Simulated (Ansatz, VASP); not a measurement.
Given: the input of a run of VASP 6.6.1 on ZnS.

File POSCAR:

```
ZnS
1.0
    3.8857444663      0.0000000000      0.0000000000
   -1.9428722331      3.3651534204      0.0000000000
    0.0000000000      0.0000000000      6.3562663350
Zn S
2 2
Direct
    0.6666666667      0.3333333333      0.5000000000
    0.3333333333      0.6666666667      0.0000000000
    0.6666666667      0.3333333333      0.8850000000
    0.3333333333      0.6666666667      0.3850000000
```

The input INCAR.step1:

```
SYSTEM = ZnS
ALGO = Normal
EDIFF = 1E-4
ENCUT = 520
GGA = PE
ISMEAR = -1
LASPH = .TRUE.
LCHARG = .FALSE.
LREAL = .FALSE.
LWAVE = .TRUE.
NBANDS = 26
NELM = 80
PREC = Accurate
SIGMA = 0.05
```

The input INCAR.step2:

```
SYSTEM = ZnS
ALGO = Normal
EDIFF = 1E-6
ENCUT = 520
ISIF = 2
ISMEAR = -1
ISTART = 1
IVDW = 13
LASPH = .TRUE.
LCHARG = .FALSE.
LMIXTAU = .TRUE.
LREAL = .FALSE.
LWAVE = .FALSE.
METAGGA = R2SCAN
NBANDS = 26
NELM = 80
PREC = Accurate
SIGMA = 0.05
VDW_A1 = 0.51559235
VDW_A2 = 5.77342911
VDW_S6 = 1.0
VDW_S8 = 0.6018749
```

Contents of KPOINTS:

```
k-points
0
G
  8 8 5
  0 0 0
```

Potentials or basis: VASP PAW PBE potentials, release 64 (Zn, S).

Run with:

```sh
$ cat potpaw_PBE.64/Zn/POTCAR potpaw_PBE.64/S/POTCAR > POTCAR
$ cp INCAR.step1 INCAR
$ mpirun -np 1 vasp_std > vasp.out
$ cp INCAR.step2 INCAR
$ mpirun -np 1 vasp_std > vasp.out
```

Problem. Set up the same calculation for Ansatz 0.2.0. Potentials there: Ansatz PAW.

Solution. As run (the cutoff follows the program's own potentials):

File input.yaml:

```yaml
crystal:
  lattice:
    - [3.8857444663, 0.0, 0.0]
    - [-1.9428722331, 3.3651534204, 0.0]
    - [0.0, 0.0, 6.356266335]
  atoms:
    - { symbol: Zn, position: [0.6666666667, 0.3333333333, 0.5] }
    - { symbol: Zn, position: [0.3333333333, 0.6666666667, 0.0] }
    - { symbol: S, position: [0.6666666667, 0.3333333333, 0.885] }
    - { symbol: S, position: [0.3333333333, 0.6666666667, 0.385] }
hamiltonian:
  xc: r2scan
  pseudopotentials: { kind: paw }
  dispersion: d4
kpoints:
  mp_grid: { grid: [8, 8, 5] }
scf:
  occupations: { method: fermi_dirac, width: 0.05 }
output:
  forces: true
  stress: true
  eigenvalues: true
```

Potentials or basis: Ansatz PAW.

The run is started by

```console
$ ansatz run input.yaml --threads 2 --pin off --max-ram 5120MiB --backend cpu --events-out ev --progress --plain --runs-dir out
```

Both were run:

|  | VASP | Ansatz | Ansatz less VASP |
| --- | --- | --- | --- |
| gap on the k mesh at the Fermi level (eV) | 2.54 | 2.53 | -0.005 |
| least direct gap on the mesh (eV) | 2.54 | 2.53 | -0.005 |
| pressure (GPa) | -4.7 | -4.7 | 0.00 |
| traceless stress, the component that is largest in VASP (GPa) | -0.74 | -0.75 | -0.005 |
| rms of the force components (eV/Å) | 0.139 | 0.144 | +0.0054 |

VASP's potentials were made for PBE, not for r2SCAN. Atom by atom the forces differ by 0.005 eV/Å (rms over components).

Noted on Ansatz's run: odd divisions of the mesh miss points on the zone boundary, where band edges often lie, so the gap on the mesh can be too wide.
